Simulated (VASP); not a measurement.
# BeTe (F-43m) in VASP: notebook

Aim: see how the results for BeTe move with the level of theory and the settings. Levels: PBE, LDA, r2SCAN. Tasks: single point.

Everything below comes from runs of VASP 6.6.1. Logs are shortened: lines on timing, memory, paths and dates and some standing lists are left out, and cuts for length are marked.

### Step 1. The cell of the first run

Symmetry: F-43m, No. 216, cubic system. The conventional cell has a = 5.657 Å, b = 5.657 Å, c = 5.657 Å, α = 90.00°, β = 90.00°, γ = 90.00°. Be (site symmetry -43m) has 4 Te at 2.45 Å within 3.2 Å. Te (site symmetry -43m) has 4 Be at 2.45 Å within 3.2 Å.

### Step 2. Single point, PBE

Input file INCAR:

```
SYSTEM = BeTe
ALGO = Normal ; EDIFF = 1E-7
ENCUT = 520 ; GGA = PE
ISIF = 2 ; ISMEAR = 0
LASPH = .TRUE. ; LCHARG = .TRUE.
LELF = .TRUE. ; LREAL = .FALSE.
LVHAR = .TRUE. ; LWAVE = .FALSE.
NBANDS = 11 ; NELM = 80
PREC = Accurate ; SIGMA = 0.01
```

Input file KPOINTS:

```
k-points
0
G
  4 4 4
  0 0 0
```

Input file POSCAR:

```
BeTe
1.0
    0.0000000000      2.8286228834      2.8286228834
    2.8286228834      0.0000000000      2.8286228834
    2.8286228834      2.8286228834      0.0000000000
Be Te
1 1
Direct
    0.0000000000      0.0000000000      0.0000000000
    0.2500000000      0.2500000000      0.2500000000
```

Potentials or basis: VASP PAW PBE potentials, release 64 (Be, Te).

On the command line:

```
$ cat potpaw_PBE.64/Be/POTCAR potpaw_PBE.64/Te/POTCAR > POTCAR
$ mpirun -np 1 vasp_std > vasp.out
```

OUTCAR:

```text
SYSTEM = BeTe
   EDIFF = 1E-7
   ENCUT = 520
   GGA = PE
   ISIF = 2
   ISMEAR = 0
   LASPH = .TRUE.
   LREAL = .FALSE.
   NELM = 80
   PREC = Accurate

 ion  position               nearest neighbor table
   1  0.000  0.000  0.000-   2 2.45   2 2.45   2 2.45   2 2.45
   2  0.250  0.250  0.250-   1 2.45   1 2.45   1 2.45   1 2.45

  LATTYP: Found a face centered cubic cell.
 ALAT       =     5.6572457668

  Lattice vectors:

 A1 = (   0.0000000000,   2.8286228834,   2.8286228834)
 A2 = (   2.8286228834,   0.0000000000,   2.8286228834)
 A3 = (   2.8286228834,   2.8286228834,   0.0000000000)

Analysis of symmetry for initial positions (statically):
=====================================================================
 Subroutine PRICEL returns:
 Original cell was already a primitive cell.

 Routine SETGRP: Setting up the symmetry group for a
 face centered cubic supercell.

 Subroutine GETGRP returns: Found 24 space group operations
 (whereof 24 operations were pure point group operations)
 out of a pool of 48 trial point group operations.

The static configuration has the point symmetry T_d .

Analysis of symmetry for dynamics (positions and initial velocities):
=====================================================================
 Subroutine PRICEL returns:
 Original cell was already a primitive cell.

 Routine SETGRP: Setting up the symmetry group for a
 face centered cubic supercell.

 Subroutine GETGRP returns: Found 24 space group operations
 (whereof 24 operations were pure point group operations)
 out of a pool of 48 trial point group operations.

The dynamic configuration has the point symmetry T_d .

 Subroutine INISYM returns: Found 24 space group operations
 (whereof 24 operations are pure point group operations),
 and found     1 'primitive' translations

----------------------------------------------------------------------------------------

                                     Primitive cell

  volume of cell :      45.2642

  direct lattice vectors                    reciprocal lattice vectors
     0.000000000  2.828622883  2.828622883    -0.176764461  0.176764461  0.176764461
     2.828622883  0.000000000  2.828622883     0.176764461 -0.176764461  0.176764461
     2.828622883  2.828622883  0.000000000     0.176764461  0.176764461 -0.176764461

  length of vectors
     4.000276845  4.000276845  4.000276845     0.306165028  0.306165028  0.306165028

  position of ions in fractional coordinates (direct lattice)
     0.000000000  0.000000000  0.000000000
     0.250000000  0.250000000  0.250000000

  ion indices of the primitive-cell ions
   primitive index   ion index
                 1           1
                 2           2

----------------------------------------------------------------------------------------

 KPOINTS: k-points

Automatic generation of k-mesh.
 Grid dimensions read from file:
 generate k-points for:    4    4    4

 Generating k-lattice:

  Cartesian coordinates                     Fractional coordinates (reciprocal lattice)
    -0.044191115  0.044191115  0.044191115     0.250000000  0.000000000  0.000000000
     0.044191115 -0.044191115  0.044191115     0.000000000  0.250000000  0.000000000
     0.044191115  0.044191115 -0.044191115     0.000000000  0.000000000  0.250000000

  Length of vectors
     0.076541257  0.076541257  0.076541257

  Shift w.r.t. Gamma in fractional coordinates (k-lattice)
     0.000000000  0.000000000  0.000000000

 Subroutine IBZKPT returns following result:
 ===========================================

 Found      8 irreducible k-points:

 Following reciprocal coordinates:
            Coordinates               Weight
  0.000000  0.000000  0.000000      1.000000
  0.250000  0.000000  0.000000      8.000000
  0.500000  0.000000  0.000000      4.000000
  0.250000  0.250000  0.000000      6.000000
  0.500000  0.250000  0.000000     24.000000
 -0.250000  0.250000  0.000000     12.000000
  0.500000  0.500000  0.000000      3.000000
 -0.250000  0.500000  0.250000      6.000000
   k-points           NKPTS =      8   k-points in BZ     NKDIM =      8   number of bands    NBANDS=     11
   number of dos      NEDOS =    301   number of ions     NIONS =      2
   total plane-waves  NPLWV =  27000
   dimension x,y,z NGX =    30 NGY =   30 NGZ =   30
   dimension x,y,z NGXF=    60 NGYF=   60 NGZF=   60
   ions per type =               1   1
   NGX,Y,Z   is equivalent  to a cutoff of  12.47, 12.47, 12.47 a.u.
   NGXF,Y,Z  is equivalent  to a cutoff of  24.94, 24.94, 24.94 a.u.
 SYSTEM =  BeTe
   PREC   = accura    normal or accurate (medium, high low for compatibility)
   ISTART =      0    job   : 0-new  1-cont  2-samecut
   ICHARG =      2    charge: 1-file 2-atom 10-const
   ISPIN  =      1    spin polarized calculation?
   LNONCOLLINEAR =      F non collinear calculations
   LSORBIT =      F    spin-orbit coupling
   LASPH  =      T    aspherical Exc in radial PAW
   ENCUT  =  520.0 eV  38.22 Ry    6.18 a.u.   7.44  7.44  7.44*2*pi/ulx,y,z
   NELM   =     80;   NELMIN=  2; NELMDL= -5     # of ELM steps
   EDIFF  = 0.1E-06   stopping-criterion for ELM
   LREAL  =      F    real-space projection
   EDIFFG = 0.1E-05   stopping-criterion for IOM
   NSW    =      0    number of steps for IOM
   IBRION =     -1    ionic relax: 0-MD 1-quasi-New 2-CG
   NFREE  =      0    steps in history (QN), initial steepest desc. (CG)
   ISIF   =      2    stress and relaxation
   ISYM   =      2    0-nonsym 1-usesym 2-fastsym
   POTIM  = 0.5000    time-step for ionic-motion
   TEBEG  =    0.0;   TEEND  =   0.0 temperature during run
   PSTRESS=    0.0 pullay stress
   NELECT =       8.0000    total number of electrons
   NUPDOWN=      -1.0000    fix difference up-down
   EMIN   =  10.00;   EMAX   =-10.00  energy-range for DOS
   EFERMI =   0.00;   METHOD = LEGACY
   ISMEAR =     0;   SIGMA  =   0.01  broadening in eV -4-tet -1-fermi 0-gaus
   EFERMI_NEDOS =   21; number of points for ismear=-14 and -15
   IALGO  =     38    algorithm
   IMIX   =      4    mixing-type and parameters
     AMIX     =   0.40;   BMIX     =  1.00
     AMIX_MAG =   1.60;   BMIX_MAG =  1.00
  volume/ion in A,a.u.               =      22.63       152.73
  Fermi-wavevector in a.u.,A,eV,Ry     =   0.918727  1.736142 11.484122  0.844059
  Thomas-Fermi vector in A             =   2.043841
   LORBIT       =      0    0 simple, 1 ext, 2 COOP (PROOUT), +10 PAW based schemes
   GGA     = PE    functional components
   LHFCALC =     F    Hartree Fock is set to
   AEXX    =    0.0000 exact exchange contribution
   IVDW    =     0    specifies the selected vdW correction
   LEPSILON=     F    determine dielectric tensor
   LRPA    =     F    only Hartree local field effects (RPA)
 non-spin polarized calculation
 Gauss-broadening in eV      SIGMA  =   0.01
  energy-cutoff  :      520.00
  volume of cell :       45.26
 maximum number of plane-waves:      1243
 NGX is ok and might be reduce to    30
   NGX = 15   NGY = 15   NGZ = 15

 number of electron       8.0000000 magnetization

 Free energy of the ion-electron system (eV)
  ---------------------------------------------------
  ext. energy  EPLUGINS =         0.00000000
  ---------------------------------------------------
  free energy    TOTEN  =        -7.54720697 eV

  energy without entropy =       -7.54720697  energy(sigma->0) =       -7.54720697

 E-fermi :   5.0867     XC(G=0):  -8.9893

 val. band max:        4.9691531201   @ k =   0.0000   0.0000   0.0000
 cond. band min:       6.9658356927   @ k =   0.5000   0.5000   0.0000
 fundamental gap:      1.9966825726
 Fermi energy:         5.0866622587

 k-point     1 :       0.0000    0.0000    0.0000
  band No.  band energies     occupation
      1      -7.2384      2.00000
      2       4.9692      2.00000
      3       4.9692      2.00000
      4       4.9692      2.00000
      5       8.5774      0.00000
      6       8.5774      0.00000
      7       8.5774      0.00000
      8       8.6914      0.00000
      9      13.2604      0.00000
     10      15.1753      0.00000
     11      15.1753      0.00000

 k-point     2 :       0.2500    0.0000    0.0000
  band No.  band energies     occupation
      1      -6.6939      2.00000
      2       1.6914      2.00000
      3       4.3078      2.00000
      4       4.3078      2.00000
      5       8.2455      0.00000
      6       9.4403      0.00000
      7       9.4403      0.00000
      8      11.9268      0.00000
      9      13.9878      0.00000
     10      13.9878      0.00000
     11      14.0016      0.00000

 k-point     3 :       0.5000    0.0000    0.0000
  band No.  band energies     occupation
      1      -5.9240      2.00000
      2      -0.4934      2.00000
      3       3.8563      2.00000
      4       3.8563      2.00000
      5       8.0023      0.00000
      6       9.5530      0.00000
      7       9.5530      0.00000
      8      12.7852      0.00000
      9      15.8436      0.00000
     10      16.4131      0.00000
     11      16.4131      0.00000

 k-point     4 :       0.2500    0.2500    0.0000
  band No.  band energies     occupation
      1      -6.5083      2.00000
      2       2.0956      2.00000
      3       3.3195      2.00000
      4       3.3195      2.00000
      5       7.5816      0.00000
      6       9.3491      0.00000
      7      11.3664      0.00000
      8      11.3664      0.00000
      9      13.5370      0.00000
     10      15.6974      0.00000
     11      16.1420      0.00000

 k-point     5 :       0.5000    0.2500    0.0000
  band No.  band energies     occupation
      1      -5.7167      2.00000
      2       0.1854      2.00000
      3       2.0265      2.00000
      4       2.9856      2.00000
      5       7.9372      0.00000
      6      10.4755      0.00000
      7      11.4342      0.00000
      8      11.7746      0.00000
      9      15.2741      0.00000
     10      16.6824      0.00000
     11      17.2527      0.00000

 k-point     6 :      -0.2500    0.2500    0.0000
  band No.  band energies     occupation
      1      -5.9929      2.00000
      2       0.6670      2.00000
      3       1.8519      2.00000
      4       3.7841      2.00000
      5       8.7076      0.00000
      6      10.4674      0.00000
      7      11.0931      0.00000
      8      11.5476      0.00000
      9      13.3643      0.00000
     10      14.7824      0.00000
     11      17.2676      0.00000

 k-point     7 :       0.5000    0.5000    0.0000
  band No.  band energies     occupation
      1      -5.4436      2.00000
      2      -0.0819      2.00000
      3       2.3692      2.00000
      4       2.3692      2.00000
      5       6.9658      0.00000
      6       7.6437      0.00000
      7      14.5812      0.00000
      8      14.5812      0.00000
      9      16.4280      0.00000
     10      17.8380      0.00000
     11      18.3256      0.00000

 k-point     8 :      -0.2500    0.5000    0.2500
  band No.  band energies     occupation
      1      -5.4114      2.00000
      2       0.4346      2.00000
      3       1.3412      2.00000
      4       1.8203      2.00000
      5      10.2431      0.00000
      6      10.4854      0.00000
      7      10.5164      0.00000
      8      11.0846      0.00000
      9      15.7801      0.00000
     10      16.5808      0.00000
     11      17.7245      0.00000

------------------------ aborting loop because EDIFF is reached ----------------------------------------

  FORCE on cell =-STRESS in cart. coord.  units (eV):
  Direction    XX          YY          ZZ          XY          YZ          ZX
  --------------------------------------------------------------------------------------
  -------------------------------------------------------------------------------------
  Total        0.2181288      0.2181288      0.2181288     -0.0000000      0.0000000     -0.0000000
  in kB        7.7209099      7.7209099      7.7209099     -0.0000000      0.0000000     -0.0000000
  external PRESSURE =       7.7209099 kB  Pullay stress =       0.0000000 kB

 VOLUME and BASIS-vectors are now :
 -----------------------------------------------------------------------------
  energy-cutoff  :      520.00
  volume of cell :       45.26
      direct lattice vectors                 reciprocal lattice vectors
     0.000000000  2.828622883  2.828622883    -0.176764461  0.176764461  0.176764461
     2.828622883  0.000000000  2.828622883     0.176764461 -0.176764461  0.176764461
     2.828622883  2.828622883  0.000000000     0.176764461  0.176764461 -0.176764461

 POSITION                                       TOTAL-FORCE (eV/Angst)
 -----------------------------------------------------------------------------------
      0.00000      0.00000      0.00000         0.000000      0.000000      0.000000
      1.41431      1.41431      1.41431        -0.000000     -0.000000     -0.000000
 -----------------------------------------------------------------------------------
    total drift:                                0.000000      0.000000      0.000000

  FREE ENERGIE OF THE ION-ELECTRON SYSTEM (eV)
  ---------------------------------------------------
  free  energy   TOTEN  =        -7.5472069746 eV

  energy  without entropy=       -7.5472069746  energy(sigma->0) =       -7.54720697
```

Run time: 8.9 s. Hardware: 1 thread of AMD EPYC 7R13, shared host; peak memory 0.13 GiB.

What came out:

* Free energy: -7.5472 eV
* Pressure: 0.8 GPa
* Band gap on the k mesh: 2.00 eV, indirect (least direct gap 3.61 eV)

Caveat: the k points lie up to 0.48 Å⁻¹ apart; spin-orbit coupling is left out, which moves the levels of the heavy elements. A k mesh can miss the band edges.

### Step 3. Single point, PBE

Input file INCAR:

```
PREC = Accurate
ENCUT = 520
EDIFF = 1E-6
ISMEAR = 0
SIGMA = 0.01
LREAL = F
LASPH = T
NELM = 100
ALGO = Normal
ISIF = 2
LWAVE = F
LCHARG = F
GGA = PE
NBANDS = 11
```

Input file KPOINTS:

```
regular mesh
0
Gamma
  4 4 4
```

POSCAR is that of step 2.

Potentials or basis: VASP PAW PBE potentials, release 64 (Be, Te).

On the command line:

```
$ cat potpaw_PBE.64/Be/POTCAR potpaw_PBE.64/Te/POTCAR > POTCAR
$ mpirun -np 1 vasp_std > vasp.out
```

OUTCAR:

```text
PREC = Accurate
   ENCUT = 520
   EDIFF = 1E-6
   ISMEAR = 0
   LREAL = F
   LASPH = T
   NELM = 100
   ISIF = 2
   GGA = PE

 ion  position               nearest neighbor table
   1  0.000  0.000  0.000-   2 2.45   2 2.45   2 2.45   2 2.45
   2  0.250  0.250  0.250-   1 2.45   1 2.45   1 2.45   1 2.45

  LATTYP: Found a face centered cubic cell.
 ALAT       =     5.6572457668

  Lattice vectors:

 A1 = (   0.0000000000,   2.8286228834,   2.8286228834)
 A2 = (   2.8286228834,   0.0000000000,   2.8286228834)
 A3 = (   2.8286228834,   2.8286228834,   0.0000000000)

Analysis of symmetry for initial positions (statically):
=====================================================================
 Subroutine PRICEL returns:
 Original cell was already a primitive cell.

 Routine SETGRP: Setting up the symmetry group for a
 face centered cubic supercell.

 Subroutine GETGRP returns: Found 24 space group operations
 (whereof 24 operations were pure point group operations)
 out of a pool of 48 trial point group operations.

The static configuration has the point symmetry T_d .

Analysis of symmetry for dynamics (positions and initial velocities):
[... 154 lines left out ...]
      3       4.9692      2.00000
      4       4.9692      2.00000
      5       8.5774      0.00000
      6       8.5774      0.00000
      7       8.5774      0.00000
      8       8.6914      0.00000
      9      13.2604      0.00000
     10      15.1753      0.00000
     11      15.1753      0.00000
[... 85 lines left out ...]
 k-point     8 :      -0.2500    0.5000    0.2500
  band No.  band energies     occupation
      1      -5.4114      2.00000
      2       0.4346      2.00000
      3       1.3412      2.00000
      4       1.8203      2.00000
      5      10.2431      0.00000
      6      10.4854      0.00000
      7      10.5164      0.00000
      8      11.0846      0.00000
      9      15.7801      0.00000
     10      16.5808      0.00000
     11      17.7245      0.00000

------------------------ aborting loop because EDIFF is reached ----------------------------------------

  FORCE on cell =-STRESS in cart. coord.  units (eV):
  Direction    XX          YY          ZZ          XY          YZ          ZX
  --------------------------------------------------------------------------------------
  -------------------------------------------------------------------------------------
  Total        0.2181538      0.2181538      0.2181538     -0.0000000      0.0000000     -0.0000000
  in kB        7.7217952      7.7217952      7.7217952     -0.0000000      0.0000000     -0.0000000
  external PRESSURE =       7.7217952 kB  Pullay stress =       0.0000000 kB

 VOLUME and BASIS-vectors are now :
 -----------------------------------------------------------------------------
  energy-cutoff  :      520.00
  volume of cell :       45.26
      direct lattice vectors                 reciprocal lattice vectors
     0.000000000  2.828622883  2.828622883    -0.176764461  0.176764461  0.176764461
     2.828622883  0.000000000  2.828622883     0.176764461 -0.176764461  0.176764461
     2.828622883  2.828622883  0.000000000     0.176764461  0.176764461 -0.176764461

 POSITION                                       TOTAL-FORCE (eV/Angst)
 -----------------------------------------------------------------------------------
      0.00000      0.00000      0.00000        -0.000000     -0.000000     -0.000000
      1.41431      1.41431      1.41431         0.000000      0.000000      0.000000
 -----------------------------------------------------------------------------------
    total drift:                                0.000000      0.000000      0.000000

  FREE ENERGIE OF THE ION-ELECTRON SYSTEM (eV)
  ---------------------------------------------------
  free  energy   TOTEN  =        -7.5472069744 eV

  energy  without entropy=       -7.5472069744  energy(sigma->0) =       -7.54720697
```

OSZICAR:

```text
N       E                     dE             d eps       ncg     rms          rms(c)
DAV:   1     0.174727236992E+02    0.17473E+02   -0.33460E+03   176   0.585E+02
DAV:   2    -0.666505210901E+01   -0.24138E+02   -0.22967E+02   235   0.925E+01
DAV:   3    -0.766301806943E+01   -0.99797E+00   -0.99687E+00   229   0.191E+01
DAV:   4    -0.767216973626E+01   -0.91517E-02   -0.91507E-02   236   0.214E+00
DAV:   5    -0.767227136174E+01   -0.10163E-03   -0.10162E-03   206   0.197E-01    0.394E+00
DAV:   6    -0.757572548476E+01    0.96546E-01   -0.10734E-01   209   0.132E+00    0.239E+00
DAV:   7    -0.754590136542E+01    0.29824E-01   -0.99778E-02   200   0.138E+00    0.454E-01
DAV:   8    -0.754684425124E+01   -0.94289E-03   -0.60578E-03   188   0.447E-01    0.707E-02
DAV:   9    -0.754713380050E+01   -0.28955E-03   -0.34600E-04   211   0.108E-01    0.297E-02
DAV:  10    -0.754720210279E+01   -0.68302E-04   -0.85665E-05   196   0.473E-02    0.154E-02
DAV:  11    -0.754720455542E+01   -0.24526E-05   -0.25941E-06   234   0.956E-03    0.104E-02
DAV:  12    -0.754720690427E+01   -0.23488E-05   -0.49077E-06   182   0.126E-02    0.494E-03
DAV:  13    -0.754720697443E+01   -0.70162E-07   -0.27786E-08   144   0.119E-03
   1 F= -.75472070E+01 E0= -.75472070E+01  d E =-.283952E-63
```

Wall time 8.2 s (1 thread of AMD EPYC 7R13, shared host); peak memory 0.13 GiB.

Results:

| Quantity | Value |
| --- | --- |
| Free energy | -7.5472 eV |
| Pressure | 0.8 GPa |
| Band gap on the k mesh | 2.00 eV, indirect (least direct gap 3.61 eV) |

Levels at points of the mesh, in eV from the valence-band top:
```
           k point  band 2  band 3  band 4  band 5  band 6  band 7
(0.00, 0.00, 0.00)    0.00    0.00    0.00    3.61    3.61    3.61
(0.50, 0.00, 0.00)   -5.46   -1.11   -1.11    3.03    4.58    4.58
(0.50, 0.50, 0.00)   -5.05   -2.60   -2.60    2.00    2.67    9.61
```

Caveat: the k points lie up to 0.48 Å⁻¹ apart; spin-orbit coupling is left out, which moves the levels of the heavy elements. A hybrid or GW would open this gap; PBE tends to underestimate it.

(Part 1 of 2 ends here.)
